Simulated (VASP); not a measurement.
# SnSe2 (1T) (P-3m1) in VASP: further runs

SnSe2 (1T) is run at these levels: PBE+D3(BJ); tasks: single point, relaxation of cell and atoms.

Everything below comes from runs of VASP 6.6.1. Logs are shortened: lines on timing, memory, paths and dates and some standing lists are left out, and cuts for length are marked.

### 1 The cell of the first run

Symmetry: P-3m1, No. 164, trigonal system. The conventional cell has a = 3.674 Å, b = 3.674 Å, c = 5.261 Å, α = 90.00°, β = 90.00°, γ = 120.00°. Sn (site symmetry -3m) has 6 Se at 2.65 Å within 3.5 Å. Within 3.5 Å of Se (site symmetry 3m) lie 3 Sn at 2.65 Å and 3 Se at 2.97 Å.

### 2 Single point, PBE+D3(BJ)

The input, INCAR:

```
PREC     = Accurate       # precision mode
ENCUT    = 520            # plane-wave cutoff, eV
EDIFF    = 1E-6           # SCF threshold, eV
ISMEAR   = 0              # smearing method
SIGMA    = 0.05           # smearing width, eV
LREAL    = False          # projectors in reciprocal space
LASPH    = True           # aspherical terms in the spheres
NELM     = 100            # most SCF steps
ALGO     = Normal         # electronic algorithm
ISIF     = 2              # what is computed and relaxed
LWAVE    = False          # write WAVECAR
LCHARG   = True           # write CHGCAR
GGA      = PE             # functional
IVDW     = 12             # dispersion correction
LELF     = True           # ELF
LVHAR    = True         
NBANDS   = 49             # bands
```

The input, KPOINTS:

```
regular mesh
0
Gamma
  10 10 10
```

The input, POSCAR:

```
SnSe2
1.0
    5.5111595949      3.1818694757      0.0000000000
   -5.5111595949      3.1818694757      0.0000000000
    0.0000000000      0.0000000000      5.2613590782
Sn Se
3 6
Direct
    0.0000000000      0.0000000000      0.0000000000
    0.3333333333      0.6666666667      0.0000000000
    0.6666666667      0.3333333333      0.0000000000
    0.3333333333      0.3333333333      0.3020833435
    0.6666666667      1.0000000000      0.3020833435
    0.0000000000      0.6666666667      0.3020833435
    0.3333333333      1.0000000000      0.6979166565
    0.6666666667      0.6666666667      0.6979166565
    0.0000000000      0.3333333333      0.6979166565
```

Potentials or basis: VASP PAW PBE potentials, release 64 (Sn_d, Se).

The run is started by

```bash
> cat potpaw_PBE.64/Sn_d/POTCAR potpaw_PBE.64/Se/POTCAR > POTCAR
> mpirun -np 1 vasp_std > vasp.out
```

OUTCAR:

```text
PREC = Accurate
   ENCUT = 520
   EDIFF = 1E-6
   ISMEAR = 0
   LREAL = False
   LASPH = True
   NELM = 100
   ISIF = 2
   GGA = PE
   IVDW = 12
 IVDW          = 12

 ion  position               nearest neighbor table
   1  0.000  0.000  0.000-   5 2.65   6 2.65   7 2.65   9 2.65   8 2.65   4 2.65   2 3.67   3 3.67
                             3 3.67   2 3.67   3 3.67   2 3.67
   2  0.333  0.667  0.000-   6 2.65   7 2.65   5 2.65   9 2.65   8 2.65   4 2.65   1 3.67   3 3.67
                             3 3.67   1 3.67   1 3.67   3 3.67
   3  0.667  0.333  0.000-   5 2.65   9 2.65   7 2.65   6 2.65   8 2.65   4 2.65   1 3.67   2 3.67
                             2 3.67   1 3.67   1 3.67   2 3.67
   4  0.333  0.333  0.302-   1 2.65   2 2.65   3 2.65
   5  0.667  0.000  0.302-   1 2.65   3 2.65   2 2.65
   6  0.000  0.667  0.302-   1 2.65   2 2.65   3 2.65
   7  0.333  0.000  0.698-   1 2.65   2 2.65   3 2.65
   8  0.667  0.667  0.698-   1 2.65   2 2.65   3 2.65
   9  0.000  0.333  0.698-   1 2.65   3 2.65   2 2.65
[... 7 lines left out ...]
 A1 = (   5.5111595949,   3.1818694757,   0.0000000000)
 A2 = (  -5.5111595949,   3.1818694757,   0.0000000000)
 A3 = (   0.0000000000,   0.0000000000,   5.2613590782)

Analysis of symmetry for initial positions (statically):
=====================================================================
 Subroutine PRICEL returns following result:

  LATTYP: Found a hexagonal cell.
 ALAT       =     3.6741063963
 C/A-ratio  =     1.4320105383

  Lattice vectors:

 A1 = (  -1.8370531976,  -3.1818694757,   0.0000000000)
 A2 = (   3.6741063962,   0.0000000000,   0.0000000000)
 A3 = (   0.0000000000,   0.0000000000,   5.2613590782)

   3 primitive cells build up your supercell.

 Routine SETGRP: Setting up the symmetry group for a
 hexagonal supercell.

 Subroutine GETGRP returns: Found 12 space group operations
 (whereof 12 operations were pure point group operations)
 out of a pool of 24 trial point group operations.

The static configuration has the point symmetry D_3d.

Analysis of symmetry for dynamics (positions and initial velocities):
=====================================================================
 Subroutine PRICEL returns following result:

  LATTYP: Found a hexagonal cell.
 ALAT       =     3.6741063963
 C/A-ratio  =     1.4320105383

  Lattice vectors:

 A1 = (  -1.8370531976,  -3.1818694757,   0.0000000000)
 A2 = (   3.6741063962,   0.0000000000,   0.0000000000)
[... 119 lines left out ...]
   ISIF   =      2    stress and relaxation
   ISYM   =      2    0-nonsym 1-usesym 2-fastsym
   POTIM  = 0.5000    time-step for ionic-motion
   TEBEG  =    0.0;   TEEND  =   0.0 temperature during run
   PSTRESS=    0.0 pullay stress
   NELECT =      78.0000    total number of electrons
   NUPDOWN=      -1.0000    fix difference up-down
   EMIN   =  10.00;   EMAX   =-10.00  energy-range for DOS
   EFERMI =   0.00;   METHOD = LEGACY
   ISMEAR =     0;   SIGMA  =   0.05  broadening in eV -4-tet -1-fermi 0-gaus
   EFERMI_NEDOS =   21; number of points for ismear=-14 and -15
   IALGO  =     38    algorithm
   IMIX   =      4    mixing-type and parameters
     AMIX     =   0.40;   BMIX     =  1.00
     AMIX_MAG =   1.60;   BMIX_MAG =  1.00
  volume/ion in A,a.u.               =      20.50       138.36
  Fermi-wavevector in a.u.,A,eV,Ry     =   1.228632  2.321778 20.538503  1.509537
  Thomas-Fermi vector in A             =   2.363550
   LORBIT       =      0    0 simple, 1 ext, 2 COOP (PROOUT), +10 PAW based schemes
   GGA     = PE    functional components
   LHFCALC =     F    Hartree Fock is set to
   AEXX    =    0.0000 exact exchange contribution
   IVDW    =    12    specifies the selected vdW correction
   LEPSILON=     F    determine dielectric tensor
   LRPA    =     F    only Hartree local field effects (RPA)
 non-spin polarized calculation
 Gauss-broadening in eV      SIGMA  =   0.05
  energy-cutoff  :      520.00
  volume of cell :      184.52
 maximum number of plane-waves:      4993
   NGX = 23   NGY = 23   NGZ = 19

 number of electron      78.0000007 magnetization

 Free energy of the ion-electron system (eV)
  ---------------------------------------------------
  ext. energy  EPLUGINS =         0.00000000
  ---------------------------------------------------
  free energy    TOTEN  =       -32.95603363 eV

  energy without entropy =      -32.95340214  energy(sigma->0) =      -32.95471789

 E-fermi :   7.5973     XC(G=0): -10.7265

 val. band max:        7.5762598871   @ k =  -0.1000   0.2000   0.1000
 cond. band min:       7.6071731329   @ k =   0.1000   0.1000   0.1000
 fundamental gap:      0.0309132458
 Fermi energy:         7.5972900964

 k-point     1 :       0.0000    0.0000    0.0000
  band No.  band energies     occupation
      1     -14.3548      2.00000
      2     -14.3548      2.00000
      3     -14.3548      2.00000
      4     -14.3548      2.00000
      5     -14.3284      2.00000
      6     -14.3284      2.00000
[... 1237 lines left out ...]
     48      12.5630      0.00000
     49      12.7193      0.00000

 [... further k-points ...]

------------------------ aborting loop because EDIFF is reached ----------------------------------------

 Edisp (eV)   -4.12773

 E8    (eV) :    -1.8072

  FORCE on cell =-STRESS in cart. coord.  units (eV):
  Direction    XX          YY          ZZ          XY          YZ          ZX
  --------------------------------------------------------------------------------------
  -------------------------------------------------------------------------------------
  Total      17.42245    17.42245    17.49735     0.00000     0.00000    -0.00000
  in kB     151.27474   151.27474   151.92514     0.00000     0.00000    -0.00000
  external pressure =      151.49 kB  Pullay stress =        0.00 kB

 VOLUME and BASIS-vectors are now :
 -----------------------------------------------------------------------------
  energy-cutoff  :      520.00
  volume of cell :      184.52
      direct lattice vectors                 reciprocal lattice vectors
     5.511159595  3.181869476  0.000000000     0.090725008  0.157140324  0.000000000
    -5.511159595  3.181869476  0.000000000    -0.090725008  0.157140324  0.000000000
     0.000000000  0.000000000  5.261359078     0.000000000  0.000000000  0.190064959

 POSITION                                       TOTAL-FORCE (eV/Angst)
 -----------------------------------------------------------------------------------
      0.00000      0.00000      0.00000        -0.000000      0.000000      0.000000
     -1.83705      3.18187      0.00000        -0.000000      0.000000      0.000000
      1.83705      3.18187      0.00000        -0.000000      0.000000      0.000000
      0.00000      2.12125      1.58937         0.000000      0.000000      0.028133
      3.67411      2.12125      1.58937         0.000000      0.000000      0.028133
     -3.67411      2.12125      1.58937        -0.000000     -0.000000      0.028133
      1.83705      1.06062      3.67199         0.000000     -0.000000     -0.028133
      0.00000      4.24249      3.67199        -0.000000     -0.000000     -0.028133
     -1.83705      1.06062      3.67199         0.000000      0.000000     -0.028133
 -----------------------------------------------------------------------------------
    total drift:                               -0.000000      0.000000      0.000000

  FREE ENERGIE OF THE ION-ELECTRON SYSTEM (eV)
  ---------------------------------------------------
  free  energy   TOTEN  =       -37.0837655962 eV

  energy  without entropy=      -37.0811341020  energy(sigma->0) =      -37.08244985
```

stdout:

```text
POSCAR found type information on POSCAR SnSe
 POSCAR found :  2 types and       9 ions
 scaLAPACK will be used
 LDA part: xc-table for (Slater+PW92), standard interpolation
 POSCAR, INCAR and KPOINTS ok, starting setup
 FFT: planning ... GRIDC
 FFT: planning ... GRID_SOFT
 FFT: planning ... GRID
 WAVECAR not read
 entering main loop
```

It took 33 min on 1 thread of AMD EPYC, shared host; peak memory 0.82 GiB.

What came out:

```yaml
Free_energy: -37.0838 eV
Pressure: 15.1 GPa
Largest_force: 0.028 eV/Å
Band_gap_on_the_k_mesh: zero (band 39 reaches 7.87 eV, above the bottom of band 40 at 6.82 eV)
Dispersion_energy_per_atom: -0.459 eV
```

Forces in eV/Å, atoms in the order of the input:
```
Sn   0.000  0.000  0.000
Sn   0.000  0.000  0.000
Sn   0.000  0.000  0.000
Se   0.000  0.000  0.028
Se   0.000  0.000  0.028
Se   0.000  0.000  0.028
Se   0.000  0.000 -0.028
Se   0.000  0.000 -0.028
Se   0.000  0.000 -0.028
```

Caveat: spin-orbit coupling is left out, which moves the levels of the heavy elements; pairwise dispersion overbinds metals, which lowers pressure and volume.

### 3 Relaxation of cell and atoms, PBE+D3(BJ), target pressure 15 GPa, at which the enthalpy is minimised

This run uses another cell than the first one: it holds 3 atoms, not 9.

The input, INCAR:

```
SYSTEM = SnSe2
PREC = Accurate
ENCUT = 600
EDIFF = 1E-7
ISMEAR = 0
SIGMA = 0.05
LREAL = .FALSE.
LASPH = .TRUE.
NELM = 100
ALGO = Normal
ISIF = 3
LWAVE = .FALSE.
LCHARG = .FALSE.
GGA = PE
IVDW = 12
IBRION = 2
NSW = 80
EDIFFG = -0.002
PSTRESS = 150.0
```

The input, KPOINTS:

```
regular mesh
0
G
  18 18 10
  0 0 0
```

The input, POSCAR:

```
SnSe2
1.0
    3.5080880318      0.0000000000      0.0000000000
   -1.7540440159      3.0380933543      0.0000000000
    0.0000000000      0.0000000000      5.6492091974
Sn Se
1 2
Direct
    0.0000000000      0.0000000000      0.0000000000
    0.3333333333      0.6666666667      0.2500000000
    0.6666666667      0.3333333333      0.7500000000
```

Potentials or basis: VASP PAW PBE potentials, release 64 (Sn_d, Se).

The run is started by

```bash
> cat potpaw_PBE.64/Sn_d/POTCAR potpaw_PBE.64/Se/POTCAR > POTCAR
> mpirun -np 1 vasp_std > vasp.out
```

OUTCAR:

```text
SYSTEM = SnSe2
   PREC = Accurate
   ENCUT = 600
   EDIFF = 1E-7
   ISMEAR = 0
   LREAL = .FALSE.
   LASPH = .TRUE.
   NELM = 100
   ISIF = 3
   GGA = PE
   IVDW = 12
   IBRION = 2
   NSW = 80
   EDIFFG = -0.002
   PSTRESS = 150.0
 IVDW          = 12

 ion  position               nearest neighbor table
   1  0.000  0.000  0.000-   2 2.47   3 2.47   3 2.47   2 2.47   3 2.47   2 2.47
   2  0.333  0.667  0.250-   1 2.47   1 2.47   1 2.47
   3  0.667  0.333  0.750-   1 2.47   1 2.47   1 2.47

  LATTYP: Found a hexagonal cell.
 ALAT       =     3.5080880318
 C/A-ratio  =     1.6103384938

  Lattice vectors:

 A1 = (   3.5080880318,   0.0000000000,   0.0000000000)
 A2 = (  -1.7540440159,   3.0380933543,   0.0000000000)
 A3 = (   0.0000000000,   0.0000000000,   5.6492091974)

Analysis of symmetry for initial positions (statically):
=====================================================================
 Subroutine PRICEL returns:
 Original cell was already a primitive cell.

 Routine SETGRP: Setting up the symmetry group for a
 hexagonal supercell.

 Subroutine GETGRP returns: Found 12 space group operations
 (whereof 12 operations were pure point group operations)
 out of a pool of 24 trial point group operations.

The static configuration has the point symmetry D_3d.

Analysis of symmetry for dynamics (positions and initial velocities):
[... 164 lines left out ...]
------------------------ aborting loop because EDIFF is reached ----------------------------------------

 Edisp (eV)   -1.39528

 E8    (eV) :    -0.6086
[... 34 lines left out ...]
--------------------------------------- Ionic step        2  -------------------------------------------

 number of electron      25.9999997 magnetization

 E-fermi :   3.2258     XC(G=0):  -9.1075

 val. band max:        3.2252273412   @ k =   0.0556   0.0556   0.0000
 cond. band min:       3.2258637797   @ k =   0.0556   0.0000   0.2000
 fundamental gap:      0.0006364384
 Fermi energy:         3.2257952347

 k-point     1 :       0.0000    0.0000    0.0000
  band No.  band energies     occupation
      1     -18.0940      2.00000
      2     -18.0940      2.00000
      3     -18.0568      2.00000
      4     -18.0511      2.00000
      5     -18.0511      2.00000
      6      -9.7752      2.00000
[... 552 lines left out ...]
  energy  without entropy=      -12.6680819949  energy(sigma->0) =      -12.66808199

  enthalpy is  TOTEN    =        -6.2425556219 eV   P V=        6.4255263729

[... ionic steps 4 to 18 ...]

--------------------------------------- Ionic step       19  -------------------------------------------

 number of electron      26.0000005 magnetization

------------------------ aborting loop because EDIFF is reached ----------------------------------------
[... 81 lines left out ...]
--------------------------------------- Ionic step       21  -------------------------------------------

 number of electron      26.0000005 magnetization

 Free energy of the ion-electron system (eV)
  ---------------------------------------------------
  ext. energy  EPLUGINS =         0.00000000
  ---------------------------------------------------
  free energy    TOTEN  =       -10.99068399 eV

  energy without entropy =      -10.98987030  energy(sigma->0) =      -10.99027714

 E-fermi :   7.5854     XC(G=0): -10.7236

 val. band max:        7.5851339467   @ k =   0.0000   0.2778   0.3000
 cond. band min:       7.5856728602   @ k =   0.1111   0.1111   0.1000
 fundamental gap:      0.0005389135
 Fermi energy:         7.5853565378

 k-point     1 :       0.0000    0.0000    0.0000
  band No.  band energies     occupation
      1     -14.3347      2.00000
      2     -14.3347      2.00000
      3     -14.2869      2.00000
      4     -14.2642      2.00000
      5     -14.2642      2.00000
      6      -8.2323      2.00000
[... 509 lines left out ...]
  energy  without entropy=      -12.3647664984  energy(sigma->0) =      -12.36517334

  enthalpy is  TOTEN    =        -6.6027002919 eV   P V=        5.7628798947

 reached required accuracy - stopping structural energy minimisation
```

OSZICAR:

```text
N       E                     dE             d eps       ncg     rms          rms(c)
DAV:   1     0.218697131980E+03    0.21870E+03   -0.13974E+04 11343   0.209E+03
DAV:   2     0.129545984839E+02   -0.20574E+03   -0.20161E+03 12139   0.455E+02
[... 202 lines left out ...]
DAV:   6    -0.109910753978E+02   -0.45493E-07   -0.82186E-08  6058   0.411E-03
  20 F= -.66027001E+01 E0= -.66022928E+01  d E =-.955821E-05
       N       E                     dE             d eps       ncg     rms          rms(c)
DAV:   1    -0.109906852491E+02    0.39010E-03   -0.58801E-05 13318   0.776E-02    0.697E-03
DAV:   2    -0.109906842254E+02    0.10237E-05   -0.33863E-06 13456   0.267E-02    0.407E-03
DAV:   3    -0.109906839051E+02    0.32029E-06   -0.77265E-07 15061   0.155E-02    0.107E-03
DAV:   4    -0.109906839861E+02   -0.80999E-07   -0.70528E-08  6118   0.363E-03
  21 F= -.66027003E+01 E0= -.66022934E+01  d E =-.977906E-05
```

It took 33 min on 1 thread of Intel Xeon 6975P-C (Granite Rapids), shared host; peak memory 0.58 GiB.

What came out:

* Free energy: -12.3656 eV
* Relaxed volume: 20.52 Å³/atom
* Relaxed cell: a = 3.676 Å, b = 3.676 Å, c = 5.260 Å, α = 90.00°, β = 90.00°, γ = 120.00°
* Space group after relaxing (to 0.05 Å): P-3m1 (No. 164)
* Energy change on relaxing (the enthalpy is what falls): -421.2 meV/atom
* Ionic steps: 21
* Pressure after relaxing: 15.0 GPa
* Band gap on the k mesh: zero (band 13 reaches 7.89 eV, above the bottom of band 14 at 6.79 eV)
* Dispersion energy per atom: -0.458 eV

The path:
| step | energy change (eV) | largest force (eV/Å) | pressure (GPa) | volume (Å³) |
| --- | --- | --- | --- | --- |
| 1 | 0.0000 | 4.3449 | 36.49 | 60.21 |
| 2 | -1.2136 | 1.4971 | -8.10 | 86.84 |
| 3 | -1.5661 | 0.8748 | 9.72 | 68.63 |
| 4 | -1.4986 | 1.1015 | 11.44 | 67.81 |
| 5 | -1.4752 | 1.1746 | 12.00 | 67.56 |
| 6 | -1.3936 | 0.8843 | 13.76 | 65.02 |
| 7 | -1.0109 | 0.3047 | 19.81 | 59.76 |
| 8 | -1.1648 | 0.3000 | 15.17 | 60.91 |
| 9 | -1.1620 | 0.2862 | 15.28 | 60.88 |
| 10 | -1.2034 | 0.1871 | 15.24 | 61.10 |
| 11 | -1.2607 | 0.0529 | 15.22 | 61.53 |
| 12 | -1.2617 | 0.0605 | 15.22 | 61.54 |
| 13 | -1.2832 | 0.0206 | 14.66 | 61.77 |
| 14 | -1.2746 | 0.0367 | 14.89 | 61.67 |
| 15 | -1.2706 | 0.0242 | 14.93 | 61.63 |
| 16 | -1.2582 | 0.0151 | 15.07 | 61.50 |
| 17 | -1.2624 | 0.0017 | 15.03 | 61.54 |
| 18 | -1.2645 | 0.0048 | 14.97 | 61.56 |
| 19 | -1.2655 | 0.0062 | 14.95 | 61.58 |
| 20 | -1.2639 | 0.0026 | 14.99 | 61.56 |
| 21 | -1.2636 | 0.0018 | 15.00 | 61.55 |

Final structure:
```
Sn Se
1.0
     3.67587    0.00000    0.00000
    -1.83794    3.18340    0.00000
     0.00000    0.00000    5.26026
Sn Se
1 2
Cartesian
  0.0000 0.0000 0.0000
  0.0000 2.1223 1.5913
  1.8379 1.0611 3.6690
```

Levels at points of the mesh, in eV from the Fermi level:
| k point | band 10 | band 11 | band 12 | band 13 | band 14 | band 15 | band 16 | band 17 |
| --- | --- | --- | --- | --- | --- | --- | --- | --- |
| (0.00, 0.00, 0.00) | -1.64 | -1.18 | -1.18 | -0.20 | 0.84 | 2.92 | 4.58 | 4.58 |
| (0.50, 0.00, 0.00) | -4.94 | -3.99 | -3.65 | -0.46 | 1.65 | 3.10 | 3.39 | 3.82 |
| (0.00, 0.00, 0.50) | -1.88 | -1.88 | -0.61 | -0.61 | 2.57 | 3.25 | 3.43 | 3.43 |
| (0.50, 0.00, 0.50) | -2.87 | -2.58 | -2.48 | -2.15 | 1.02 | 3.12 | 4.28 | 5.51 |

Caveat: the cell is relaxed towards a set pressure, so the enthalpy falls and the energy may rise; spin-orbit coupling is left out, which moves the levels of the heavy elements; pairwise dispersion overbinds metals, which lowers pressure and volume.
